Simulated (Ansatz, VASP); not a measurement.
# One calculation of SiO2, two programs

INCAR

```
SYSTEM = SiO2
ALGO = Normal ; EDIFF = 1E-6
ENCUT = 520 ; ISIF = 2
ISMEAR = 0 ; LASPH = .TRUE.
LCHARG = .FALSE. ; LREAL = .FALSE.
LWAVE = .FALSE. ; NBANDS = 25
NELM = 100 ; PREC = Accurate
SIGMA = 0.02
```

KPOINTS

```
k-points
0
G
  6 6 6
  0 0 0
```

POSCAR

```
SiO2
1.0
    0.0000000000      3.7303723276      3.7303723276
    3.7303723276      0.0000000000      3.7303723276
    3.7303723276      3.7303723276      0.0000000000
Si O
2 4
Direct
    0.5000000000      0.5000000000      0.5000000000
    0.7500000000      0.7500000000      0.7500000000
    0.6250000000      0.6250000000      0.6250000000
    0.1250000000      0.6250000000      0.6250000000
    0.6250000000      0.6250000000      0.1250000000
    0.6250000000      0.1250000000      0.6250000000
```

Input for Ansatz:

```yaml
crystal:
  lattice:
    - [0.0, 3.7303723276, 3.7303723276]
    - [3.7303723276, 0.0, 3.7303723276]
    - [3.7303723276, 3.7303723276, 0.0]
  atoms:
    - { symbol: Si, position: [0.5, 0.5, 0.5] }
    - { symbol: Si, position: [0.75, 0.75, 0.75] }
    - { symbol: O, position: [0.625, 0.625, 0.625] }
    - { symbol: O, position: [0.125, 0.625, 0.625] }
    - { symbol: O, position: [0.625, 0.625, 0.125] }
    - { symbol: O, position: [0.625, 0.125, 0.625] }
basis:
  ecutwfc: 420
kpoints:
  mp_grid: { grid: [6, 6, 6] }
  band_path:
    path:
      - [[0.0, 0.0, 0.0], [0.5, 0.0, 0.5], [0.625, 0.25, 0.625]]
      - [[0.375, 0.375, 0.75], [0.0, 0.0, 0.0], [0.5, 0.5, 0.5], [0.5, 0.25, 0.75], [0.5, 0.0, 0.5]]
    npoints: 14
hamiltonian:
  xc: lda
scf:
  occupations: { method: gaussian, width: 0.02 }
  n_extra_bands: 15
output:
  forces: true
  stress: true
  eigenvalues: true
  populations: true
  dos: { projected: true, de: 0.02, nscf_kmesh: { grid: [9, 9, 9] } }
  bader: true
  write_density: true
  write_potential: true
  elf: true
  volumetric_format: npy
```

Alike in both runs: task single point; functional LDA; k mesh 6 × 6 × 6; occupations gaussian, width 0.02 eV; no spin polarisation.

|  | VASP | Ansatz |
| --- | --- | --- |
| version | VASP 6.6.1 | Ansatz 0.2.0 |
| potentials or method | VASP PAW LDA potentials, release 64 (Si, O), cutoff 520 eV | scalar-relativistic, plane waves, PAW |
| valence electrons in the cell | 32 | 32 |

VASP gave:

```
gap on the k mesh at the Fermi level (eV) : 5.23
least direct gap on the mesh (eV)         : 5.23
pressure (GPa)                            : -4.5
```

Problem. What did Ansatz give for the same quantities?

Solution. gap on the k mesh at the Fermi level (eV): 5.23; least direct gap on the mesh (eV): 5.23; pressure (GPa): -4.9.

LDA's correlation is that of Perdew and Zunger in VASP and of Perdew and Wang (1992) in Ansatz.
